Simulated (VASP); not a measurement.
Runs of VASP 6.6.1 on Rh. The structure is that of space group P6_3/mmc (No. 194), or close to it. The cells are those of the table. This isn't the form of Rh at room conditions, which is fcc.

| cell | further INCAR settings | gap on the mesh (eV) | pressure (GPa) |
| --- | --- | --- | --- |
| a = 2.527, b = 2.527, c = 4.329 Å, angles 90.0, 90.0, 120.0°, 2 atoms | ALGO = Fast; EDIFF = 1e-07; NBANDS = 22 | none | (b) |
| a = 2.608, b = 2.608, c = 4.329 Å, angles 90.0, 90.0, 120.0°, 2 atoms | ALGO = Fast; EDIFF = 1e-06; NBANDS = 22 | none | (a) |
| a = 2.729, b = 2.729, c = 4.329 Å, angles 90.0, 90.0, 120.0°, 2 atoms | ALGO = Fast; EDIFF = 1e-06; NBANDS = 22 | none | -7.9 |
| a = 2.648, b = 2.648, c = 4.329 Å, angles 90.0, 90.0, 120.0°, 2 atoms | ALGO = Fast; EDIFF = 1e-06; NBANDS = 22 | none | 9.6 |
| a = 2.568, b = 2.568, c = 4.329 Å, angles 90.0, 90.0, 120.0°, 2 atoms | ALGO = Fast; EDIFF = 1e-06; NBANDS = 22 | none | 34.6 |
| a = 2.769, b = 2.769, c = 4.329 Å, angles 90.0, 90.0, 120.0°, 2 atoms | ALGO = Fast; EDIFF = 1e-06; NBANDS = 22 | none | -14.4 |

Alike in all rows: task single point; level PBEsol; potentials or basis VASP PAW PBE potentials, release 64 (Rh_pv); no spin polarisation; k mesh 24 × 24 × 14; cutoff (eV) 520; smearing gaussian 0.15 eV.

Estimate the missing entries.

(a) 20.9; (b) 50.8.

Caveats: the PAW data sets were made with another functional, which shifts forces and pressure a little; the stress differs along the axes, from 32 to 60 GPa (at least some runs); the stress differs along the axes, from 14 to 24 GPa (at least some runs); the cell stands under tension (at least some runs); the cell stands under pressure (at least some runs); the stress differs along the axes, from 23 to 41 GPa (at least some runs); the stress differs along the axes, from -17 to -10 GPa (at least some runs).

A k mesh can miss the band edges, and the runs leave out spin-orbit coupling on Rh.

A gap of «none» marks levels without a gap at the run's occupations.
